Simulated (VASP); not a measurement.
Crystal: ZnO (zincite).

```
CELL_PARAMETERS angstrom
3.20539 0.00000 0.00000
-1.60270 2.77595 0.00000
0.00000 0.00000 5.13535
ATOMIC_POSITIONS crystal
Zn 0.66667 0.33333 0.00000
Zn 0.33333 0.66667 0.50000
O 0.33333 0.66667 0.87901
O 0.66667 0.33333 0.37901
```

Base run:

```yaml
Program: VASP 6.6.1
Functional: revPBE
Potentials_or_basis: VASP PAW PBE potentials, release 64 (Zn, O)
Cutoff: 520 eV
k_mesh: 9 × 9 × 5
Occupations: fermi-dirac, width 0.05 eV
Spin: no spin polarisation
```

Its results: band gap on the k mesh 0.91 eV, direct; pressure 16.5 GPa; largest force 0.094 eV/Å.

**Question.** The run is repeated on the same cell with these changes: functional from revPBE to PBE. What comes out?

**Answer.** Band gap on the k mesh 0.85 eV, direct; pressure 12.9 GPa; largest force 0.089 eV/Å.

PBE binds more tightly than revPBE, so the same cell stands under less pressure.

Caveats: the PAW data sets were made with another functional, which shifts forces and pressure a little (some runs).

